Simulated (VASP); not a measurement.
Write the native input for VASP 6.6.1 that does the following.

| Property | Result |
| --- | --- |
| Task | single point |
| Functional | LDA |
| Potentials or basis | VASP PAW LDA potentials, release 64 (Co, O) |
| Cutoff | 600 eV |
| k mesh | 7 × 7 × 7 |
| Occupations | gaussian, width 0.05 eV |
| Spin | collinear spin, ferromagnetic start |
| Starting moments | [2.15, 2.15, 0.13, 0.13] μB |
| Fixed moment | 4.5 μB |
| Hubbard terms | Co d U = 2.0 eV, J = 0.9 eV |
| Dipole correction | no |
| LDAUTYPE | 1 |
| Hund's J | 0.9 |
| Further INCAR settings | ALGO = Normal; EDIFF = 1e-06; NBANDS = 27 |

The structure of CoO lies in POSCAR:

```
CoO
1.0
    0.0000000000      2.3436418400      2.3436418400
    2.3436418400      0.0000000000      2.3436418400
    4.6872836800      4.6872836800      0.0000000000
Co O
2 2
Direct
    0.0000000000      0.0000000000      0.0000000000
    0.0000000000      0.0000000000      0.5000000000
    0.2500000000      0.2500000000      0.1250000000
    0.2500000000      0.2500000000      0.6250000000
```

One way to write it, as run:

INCAR

```
SYSTEM = CoO
PREC = Accurate
ENCUT = 600
EDIFF = 1E-6
ISMEAR = 0
SIGMA = 0.05
LREAL = .FALSE.
LASPH = .TRUE.
NELM = 200
ALGO = Normal
ISIF = 2
LWAVE = .FALSE.
LCHARG = .FALSE.
ISPIN = 2
MAGMOM = 2.15 2.15 0.13 0.13
LORBIT = 11
NUPDOWN = 4.5
LMAXMIX = 4
LDAU = .TRUE.
LDAUTYPE = 1
LDAUL = 2 -1
LDAUU = 2 0
LDAUJ = 0.9 0
LDAUPRINT = 1
GGA = CA
NBANDS = 27
GGA_COMPAT = .FALSE.
```

KPOINTS

```
regular mesh
0
G
  7 7 7
  0 0 0
```

Potentials or basis: VASP PAW LDA potentials, release 64 (Co, O).

Run with:

```sh
$ cat potpaw_LDA.64/Co/POTCAR potpaw_LDA.64/O/POTCAR > POTCAR
$ mpirun -np 1 vasp_std > vasp.out
```

Results of the run:

The pressure is -26.9 GPa. The net moment is 4.50 μB per cell. The site moments are Co +2.07; O +0.12 μB and the valence electrons inside the program's atomic spheres are Co 7.85; O 4.88.

Caveat: the cell stands under tension; the total moment is fixed, so each spin has its own Fermi level and the state may be an excited one.

Run time: 7.8 min on 1 thread of Intel Xeon 8259CL, with other jobs on the host, peak memory 0.25 GiB.
